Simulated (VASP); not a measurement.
# ScAl (Pm-3m) in VASP: further runs

ScAl is run at these levels: PBEsol; tasks: vibrations by perturbation theory.

Program: VASP 6.6.1. These are calculated values, not measurements. Logs are shortened: lines on timing, memory, paths and dates and some standing lists are left out, and cuts for length are marked.

### Step 1. The cell of the first run

It takes space group Pm-3m (No. 221, cubic). The conventional cell has a = 3.328 Å, b = 3.328 Å, c = 3.328 Å, α = 90.00°, β = 90.00°, γ = 90.00°. Sc (site symmetry m-3m) has 8 Al at 2.88 Å and 6 Sc at 3.33 Å within 3.8 Å. Within 3.8 Å of Al (site symmetry m-3m) lie 8 Sc at 2.88 Å and 6 Al at 3.33 Å.

### Step 2. Vibrations by perturbation theory, PBEsol (volume scaled by 0.985)

INCAR reads:

```
SYSTEM = ScAl
  PREC = Accurate
  ENCUT = 520
  EDIFF = 1E-8
  ISMEAR = -1
  SIGMA = 0.08
  LREAL = .False.
  LASPH = .True.
  NELM = 80
  ALGO = Normal
  ISIF = 2
  LWAVE = .False.
  LCHARG = .False.
  GGA = PS
  IBRION = 8
  NSW = 1
```

KPOINTS reads:

```
regular mesh
0
Gamma
  12 12 12
  0 0 0
```

POSCAR reads:

```
ScAl
1.0
    3.3283810961      0.0000000000      0.0000000000
    0.0000000000      3.3283810961      0.0000000000
    0.0000000000      0.0000000000      3.3283810961
Sc Al
1 1
Direct
    0.5000000000      0.5000000000      0.5000000000
    0.0000000000      0.0000000000      0.0000000000
```

Potentials or basis: VASP PAW PBE potentials, release 64 (Sc_sv, Al).

On the command line:

```sh
cat potpaw_PBE.64/Sc_sv/POTCAR potpaw_PBE.64/Al/POTCAR > POTCAR
mpirun -np 1 vasp_std > vasp.out
```

OUTCAR:

```text
SYSTEM = ScAl
   PREC = Accurate
   ENCUT = 520
   EDIFF = 1E-8
   ISMEAR = -1
   LREAL = .False.
   LASPH = .True.
   NELM = 80
   ISIF = 2
   GGA = PS
   IBRION = 8
   NSW = 1

 ion  position               nearest neighbor table
   1  0.500  0.500  0.500-   2 2.88   2 2.88   2 2.88   2 2.88   2 2.88   2 2.88   2 2.88   2 2.88

   2  0.000  0.000  0.000-   1 2.88   1 2.88   1 2.88   1 2.88   1 2.88   1 2.88   1 2.88   1 2.88

  LATTYP: Found a simple cubic cell.
 ALAT       =     3.3283810961

  Lattice vectors:

 A1 = (   3.3283810961,   0.0000000000,   0.0000000000)
 A2 = (   0.0000000000,   3.3283810961,   0.0000000000)
 A3 = (   0.0000000000,   0.0000000000,   3.3283810961)

Analysis of symmetry for initial positions (statically):
=====================================================================
 Subroutine PRICEL returns:
 Original cell was already a primitive cell.

 Routine SETGRP: Setting up the symmetry group for a
 simple cubic supercell.

 Subroutine GETGRP returns: Found 48 space group operations
 (whereof 48 operations were pure point group operations)
 out of a pool of 48 trial point group operations.

The static configuration has the point symmetry O_h .

Analysis of symmetry for dynamics (positions and initial velocities):
=====================================================================
 Subroutine PRICEL returns:
 Original cell was already a primitive cell.

 Routine SETGRP: Setting up the symmetry group for a
 simple cubic supercell.

 Subroutine GETGRP returns: Found 48 space group operations
 (whereof 48 operations were pure point group operations)
 out of a pool of 48 trial point group operations.

The dynamic configuration has the point symmetry O_h .

 Subroutine INISYM returns: Found 48 space group operations
 (whereof 48 operations are pure point group operations),
 and found     1 'primitive' translations

----------------------------------------------------------------------------------------

                                     Primitive cell

  volume of cell :      36.8722

  direct lattice vectors                    reciprocal lattice vectors
     3.328381096  0.000000000  0.000000000     0.300446365  0.000000000  0.000000000
     0.000000000  3.328381096  0.000000000     0.000000000  0.300446365  0.000000000
     0.000000000  0.000000000  3.328381096     0.000000000  0.000000000  0.300446365

  length of vectors
     3.328381096  3.328381096  3.328381096     0.300446365  0.300446365  0.300446365

  position of ions in fractional coordinates (direct lattice)
     0.500000000  0.500000000  0.500000000
     0.000000000  0.000000000  0.000000000

  ion indices of the primitive-cell ions
   primitive index   ion index
                 1           1
                 2           2

----------------------------------------------------------------------------------------

 KPOINTS: regular mesh

Automatic generation of k-mesh.
 Grid dimensions read from file:
 generate k-points for:   12   12   12

 Generating k-lattice:

  Cartesian coordinates                     Fractional coordinates (reciprocal lattice)
     0.025037197  0.000000000  0.000000000     0.083333333  0.000000000  0.000000000
     0.000000000  0.025037197  0.000000000     0.000000000  0.083333333  0.000000000
     0.000000000  0.000000000  0.025037197     0.000000000  0.000000000  0.083333333

  Length of vectors
     0.025037197  0.025037197  0.025037197

  Shift w.r.t. Gamma in fractional coordinates (k-lattice)
     0.000000000  0.000000000  0.000000000

 Subroutine IBZKPT returns following result:
[... 76 lines left out ...]
   AEXX    =    0.0000 exact exchange contribution
   IVDW    =     0    specifies the selected vdW correction
   LEPSILON=     F    determine dielectric tensor
   LRPA    =     F    only Hartree local field effects (RPA)
 non-spin polarized calculation
  energy-cutoff  :      520.00
  volume of cell :       36.87
 maximum number of plane-waves:      1021
 NGX is ok and might be reduce to    28
   NGX = 13   NGY = 13   NGZ = 13

--------------------------------------- Ionic step        1  -------------------------------------------

 number of electron      14.0000002 magnetization

 Free energy of the ion-electron system (eV)
  ---------------------------------------------------
  ext. energy  EPLUGINS =         0.00000000
  ---------------------------------------------------
  free energy    TOTEN  =       -11.62871694 eV

  energy without entropy =      -11.61144959  energy(sigma->0) =      -11.62008327

 E-fermi :   6.2547     XC(G=0): -10.5603

 val. band max:        6.2269074026   @ k =   0.5000   0.4167   0.1667
 cond. band min:       6.3225785512   @ k =   0.5000   0.1667   0.0000
 fundamental gap:      0.0956711487
 Fermi energy:         6.2546838448

 k-point     1 :       0.0000    0.0000    0.0000
  band No.  band energies     occupation
      1     -42.8487      2.00000
      2     -21.5244      2.00000
      3     -21.5244      2.00000
      4     -21.5244      2.00000
      5      -2.3374      2.00000
      6       5.5292      1.99977
      7       5.5292      1.99977
      8       9.0903      0.00000
      9       9.0903      0.00000
     10       9.0903      0.00000
     11      10.1670      0.00000
[... 309 lines left out ...]
 k-point    24 :       0.4167    0.3333    0.0000
  band No.  band energies     occupation
      1     -42.8190      2.00000
      2     -21.6966      2.00000
      3     -21.6551      2.00000
      4     -21.4927      2.00000
      5       0.9244      2.00000
      6       3.5144      2.00000
      7       4.8590      2.00000
      8       6.5395      0.05527
      9       7.6669      0.00000
     10       8.1092      0.00000
     11      10.0705      0.00000

 [... further k-points ...]
[... 5 lines left out ...]
  --------------------------------------------------------------------------------------
  -------------------------------------------------------------------------------------
  Total        0.3238359      0.3238359      0.3238359     -0.0000000     -0.0000000     -0.0000000
  in kB       14.0713730     14.0713730     14.0713730     -0.0000000     -0.0000000     -0.0000000
  external PRESSURE =      14.0713730 kB  Pullay stress =       0.0000000 kB

 VOLUME and BASIS-vectors are now :
 -----------------------------------------------------------------------------
  energy-cutoff  :      520.00
  volume of cell :       36.87
      direct lattice vectors                 reciprocal lattice vectors
     3.328381096  0.000000000  0.000000000     0.300446365  0.000000000  0.000000000
     0.000000000  3.328381096  0.000000000     0.000000000  0.300446365  0.000000000
     0.000000000  0.000000000  3.328381096     0.000000000  0.000000000  0.300446365

 POSITION                                       TOTAL-FORCE (eV/Angst)
 -----------------------------------------------------------------------------------
      1.66419      1.66419      1.66419         0.000000      0.000000      0.000000
      0.00000      0.00000      0.00000         0.000000      0.000000      0.000000
 -----------------------------------------------------------------------------------
    total drift:                                0.000000      0.000000      0.000000

  FREE ENERGIE OF THE ION-ELECTRON SYSTEM (eV)
  ---------------------------------------------------
  free  energy   TOTEN  =       -11.6287169381 eV

  energy  without entropy=      -11.6114495921  energy(sigma->0) =      -11.62008327

[... ionic steps 2 to 3 ...]

--------------------------------------- Ionic step        4  -------------------------------------------

------------------------ aborting loop because EDIFF is reached ----------------------------------------

[... ionic steps 5 to 6 ...]

--------------------------------------- Ionic step        7  -------------------------------------------

 Free energy of the ion-electron system (eV)
  ---------------------------------------------------
  ---------------------------------------------------
  free energy    TOTEN  =        -0.00623180 eV

  energy without entropy =       -0.00623180

------------------------ aborting loop because EDIFF is reached ----------------------------------------

 INTERNAL STRAIN TENSOR  FOR ION    2  DIRECTION 1   (eV/Angst):
 -----------------------------------------------------------------------------
    -0.01553  0.00000 -0.00000
     0.00000  0.00943  0.00000
     0.00000  0.00000  0.00943

 INTERNAL STRAIN TENSOR FOR ION    2 for displacements in x,y,z  (eV/Angst):
          X           Y           Z          XY          YZ          ZX
  --------------------------------------------------------------------------------
  x     0.00000     0.00000     0.00000     0.00000     0.00000     0.00000
  y     0.00000     0.00000     0.00000     0.00000     0.00000     0.00000
  z     0.00000     0.00000     0.00000     0.00000     0.00000     0.00000

 SECOND DERIVATIVES (NOT SYMMETRIZED)
 ------------------------------------
               1X          1Y          1Z          2X          2Y          2Z
  1X    -5.507203    0.000000    0.000000    5.507203   -0.000000   -0.000000
  1Y     0.000000   -5.507203    0.000000   -0.000000    5.507203   -0.000000
  1Z     0.000000    0.000000   -5.507203   -0.000000   -0.000000    5.507203
  2X     5.507627   -0.000000    0.000000   -5.507627    0.000000   -0.000000
  2Y    -0.000000    5.507627    0.000000    0.000000   -5.507627   -0.000000
  2Z    -0.000000   -0.000000    5.507627    0.000000    0.000000   -5.507627

 Eigenvectors and eigenvalues of the dynamical matrix
 ----------------------------------------------------

   1 f  =    8.934701 THz    56.138384 2PiTHz  298.029557 cm-1    36.950939 meV
             X         Y         Z           dx          dy          dz
      1.664191  1.664191  1.664191    -0.000000    0.612410    0.000000
      0.000000  0.000000  0.000000    -0.000000   -0.790540    0.000000
[... 21 lines left out ...]
   6 f/i=    0.000167 THz     0.001046 2PiTHz    0.005554 cm-1     0.000689 meV
             X         Y         Z           dx          dy          dz
      1.664191  1.664191  1.664191     0.790540    0.000000    0.000000
      0.000000  0.000000  0.000000     0.612410    0.000000    0.000000

--------------------------------------------------------------------------------------------------------

 ELASTIC MODULI CONTR FROM IONIC RELAXATION (kBar)
 Direction    XX          YY          ZZ          XY          YZ          ZX
 --------------------------------------------------------------------------------
 XX           0.0000      0.0000      0.0000      0.0000      0.0000      0.0000
 YY           0.0000      0.0000      0.0000      0.0000      0.0000      0.0000
 ZZ           0.0000      0.0000      0.0000      0.0000      0.0000      0.0000
 XY           0.0000      0.0000      0.0000      0.0000      0.0000      0.0000
 YZ           0.0000      0.0000      0.0000      0.0000      0.0000      0.0000
 ZX           0.0000      0.0000      0.0000      0.0000      0.0000      0.0000
 --------------------------------------------------------------------------------
```

Run time: 2.7 min. Hardware: 1 thread of Intel Xeon 6975P-C (Granite Rapids), shared host; peak memory 0.34 GiB.

Results:

```
Highest phonon frequency at Γ, LO-TO splitting left out : 298 cm⁻¹
```

Phonon frequencies in cm⁻¹ (negative: imaginary):
| q point | frequencies |
| --- | --- |
| (0.000, 0.000, 0.000) | 0 0 0 298 298 298 |

Caveat: the cell differs from its parent crystal (volume scaled by 0.985); the cell wasn't relaxed at this level first, which shifts response properties; the PAW data sets were made with another functional, which shifts forces and pressure a little.

### Step 3. Vibrations by perturbation theory, PBEsol

This run uses another cell than the first one, of 18.72 Å³/atom, 1.015 times its volume.

INCAR reads:

```
SYSTEM = ScAl
PREC = Accurate ; ENCUT = 520
EDIFF = 1E-8 ; ISMEAR = -1
SIGMA = 0.08 ; LREAL = .False.
LASPH = .True. ; NELM = 100
ALGO = Normal ; ISIF = 2
LWAVE = .False. ; LCHARG = .False.
GGA = PS ; NBANDS = 14
IBRION = 8 ; NSW = 1
```

KPOINTS reads:

```
Automatic mesh
0
Gamma
  12 12 12
  0 0 0
```

POSCAR reads:

```
ScAl
1.0
    3.3451913868      0.0000000000      0.0000000000
    0.0000000000      3.3451913868      0.0000000000
    0.0000000000      0.0000000000      3.3451913868
Sc Al
1 1
Direct
    0.5000000000      0.5000000000      0.5000000000
    0.0000000000      0.0000000000      0.0000000000
```

Potentials or basis: VASP PAW PBE potentials, release 64 (Sc_sv, Al).

On the command line:

```sh
cat potpaw_PBE.64/Sc_sv/POTCAR potpaw_PBE.64/Al/POTCAR > POTCAR
mpirun -np 1 vasp_std > vasp.out
```

OUTCAR:

```text
SYSTEM = ScAl
   PREC = Accurate
   ENCUT = 520
   EDIFF = 1E-8
   ISMEAR = -1
   LREAL = .False.
   LASPH = .True.
   NELM = 100
   ISIF = 2
   GGA = PS
   IBRION = 8
   NSW = 1

 ion  position               nearest neighbor table
   1  0.500  0.500  0.500-   2 2.90   2 2.90   2 2.90   2 2.90   2 2.90   2 2.90   2 2.90   2 2.90

   2  0.000  0.000  0.000-   1 2.90   1 2.90   1 2.90   1 2.90   1 2.90   1 2.90   1 2.90   1 2.90

  LATTYP: Found a simple cubic cell.
 ALAT       =     3.3451913868

  Lattice vectors:

 A1 = (   3.3451913868,   0.0000000000,   0.0000000000)
 A2 = (   0.0000000000,   3.3451913868,   0.0000000000)
 A3 = (   0.0000000000,   0.0000000000,   3.3451913868)

Analysis of symmetry for initial positions (statically):
=====================================================================
 Subroutine PRICEL returns:
 Original cell was already a primitive cell.

 Routine SETGRP: Setting up the symmetry group for a
 simple cubic supercell.

[... 637 lines left out ...]
 -----------------------------------------------------------------------------
    -0.01522  0.00000  0.00000
     0.00000  0.00908 -0.00000
     0.00000 -0.00000  0.00908

 INTERNAL STRAIN TENSOR FOR ION    2 for displacements in x,y,z  (eV/Angst):
          X           Y           Z          XY          YZ          ZX
  --------------------------------------------------------------------------------
  x     0.00000     0.00000     0.00000     0.00000     0.00000     0.00000
  y     0.00000     0.00000     0.00000     0.00000     0.00000     0.00000
  z     0.00000     0.00000     0.00000     0.00000     0.00000     0.00000

 SECOND DERIVATIVES (NOT SYMMETRIZED)
 ------------------------------------
               1X          1Y          1Z          2X          2Y          2Z
  1X    -5.249470    0.000000   -0.000000    5.249470   -0.000000    0.000000
  1Y     0.000000   -5.249470   -0.000000   -0.000000    5.249470    0.000000
  1Z    -0.000000   -0.000000   -5.249470    0.000000    0.000000    5.249470
  2X     5.250153   -0.000000    0.000000   -5.250153    0.000000   -0.000000
  2Y    -0.000000    5.250153    0.000000    0.000000   -5.250153   -0.000000
  2Z    -0.000000   -0.000000    5.250153    0.000000    0.000000   -5.250153

 Eigenvectors and eigenvalues of the dynamical matrix
 ----------------------------------------------------

   1 f  =    8.723272 THz    54.809934 2PiTHz  290.977029 cm-1    36.076537 meV
             X         Y         Z           dx          dy          dz
      1.672596  1.672596  1.672596    -0.000000   -0.000000   -0.612400
      0.000000  0.000000  0.000000    -0.000000    0.000000    0.790548
[... 21 lines left out ...]
   6 f/i=    0.000275 THz     0.001725 2PiTHz    0.009160 cm-1     0.001136 meV
             X         Y         Z           dx          dy          dz
      1.672596  1.672596  1.672596    -0.718868   -0.328930    0.000000
      0.000000  0.000000  0.000000    -0.556873   -0.254807    0.000000

--------------------------------------------------------------------------------------------------------

 ELASTIC MODULI CONTR FROM IONIC RELAXATION (kBar)
 Direction    XX          YY          ZZ          XY          YZ          ZX
 --------------------------------------------------------------------------------
 XX           0.0000      0.0000      0.0000      0.0000      0.0000      0.0000
 YY           0.0000      0.0000      0.0000      0.0000      0.0000      0.0000
 ZZ           0.0000      0.0000      0.0000      0.0000      0.0000      0.0000
 XY           0.0000      0.0000      0.0000      0.0000      0.0000      0.0000
 YZ           0.0000      0.0000      0.0000      0.0000      0.0000      0.0000
 ZX           0.0000      0.0000      0.0000      0.0000      0.0000      0.0000
 --------------------------------------------------------------------------------
```

OSZICAR:

```text
N       E                     dE             d eps       ncg     rms          rms(c)
DAV:   1     0.121115666087E+03    0.12112E+03   -0.67029E+03  2406   0.944E+02
DAV:   2    -0.949604639186E+01   -0.13061E+03   -0.12692E+03  2364   0.310E+02
DAV:   3    -0.127366513984E+02   -0.32406E+01   -0.31532E+01  3538   0.601E+01
DAV:   4    -0.128039843545E+02   -0.67333E-01   -0.67289E-01  2790   0.726E+00
[... 44 lines left out ...]
RMM:   8    -0.623074616352E-02   -0.34216E-06   -0.78939E-09 10172   0.587E-04    0.312E-04
RMM:   9    -0.623077461980E-02   -0.28456E-07   -0.11390E-09  9765   0.208E-04    0.904E-06
RMM:  10    -0.623078846775E-02   -0.13848E-07   -0.17722E-10  9973   0.760E-05    0.337E-05
RMM:  11    -0.623078965622E-02   -0.11885E-08   -0.30783E-11 10214   0.293E-05    0.123E-05
 Linear response finished
```

Run time: 2.4 min. Hardware: 1 thread of Intel Xeon 6975P-C (Granite Rapids), shared host; peak memory 0.37 GiB.

What came out:

| Quantity | Value |
| --- | --- |
| Highest phonon frequency at Γ, LO-TO splitting left out | 291 cm⁻¹ |

Phonon frequencies in cm⁻¹ (negative: imaginary):
| q point | frequencies |
| --- | --- |
| (0.000, 0.000, 0.000) | 0 0 0 291 291 291 |

Caveat: the PAW data sets were made with another functional, which shifts forces and pressure a little.

(Part 1 of 2 ends here.)
